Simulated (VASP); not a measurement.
Wanted: the native input for a VASP 6.6.1 run.

```yaml
Task: single point
Functional: PBE
Potentials_or_basis: VASP PAW PBE potentials, release 64 (Be, Ge_d)
Cutoff: 520 eV
k_mesh: 6 × 6 × 8
Occupations: gaussian, width 0.1 eV
Spin: no spin polarisation
Dipole_correction: no
Further_INCAR_settings: ALGO = Normal; EDIFF = 1e-06; NBANDS = 39
```

The structure of BeGe2 lies in POSCAR:

```
BeGe2
1.0
    5.8743898172      0.0000000000      0.0000000000
    0.0000000000      5.8743898172      0.0000000000
    0.0000000000      0.0000000000      5.1719075617
Be Ge
2 4
Direct
    0.5000000000      0.5000000000      0.7500000000
    0.5000000000      0.5000000000      0.2500000000
    0.1970891580      0.5000000000      0.0000000000
    0.8029108420      0.5000000000      0.0000000000
    0.5000000000      0.8029108420      0.5000000000
    0.5000000000      0.1970891580      0.5000000000
```

The cell was generated, and may not be a known phase.

The input as run:

INCAR

```
ALGO = Normal
EDIFF = 1E-6
ENCUT = 520
GGA = PE
ISIF = 2
ISMEAR = 0
LASPH = T
LCHARG = T
LELF = T
LREAL = F
LVHAR = T
LWAVE = F
NBANDS = 39
NELM = 80
PREC = Accurate
SIGMA = 0.1
```

KPOINTS

```
k-points
0
Gamma
  6 6 8
```

Potentials or basis: VASP PAW PBE potentials, release 64 (Be, Ge_d).

Launch:

```sh
$ cat potpaw_PBE.64/Be/POTCAR potpaw_PBE.64/Ge_d/POTCAR > POTCAR
$ mpirun -np 1 vasp_std > vasp.out
```

It gave:

- Pressure: 0.0 GPa
- Largest force: 0.011 eV/Å
- Band gap on the k mesh: zero (bands 30 and 31 overlap by 0.81 eV)

It took 4.2 min on 1 thread of Intel(R) Xeon(R) Platinum 8488C (Sapphire Rapids) (shared host), peak memory 0.43 GiB.
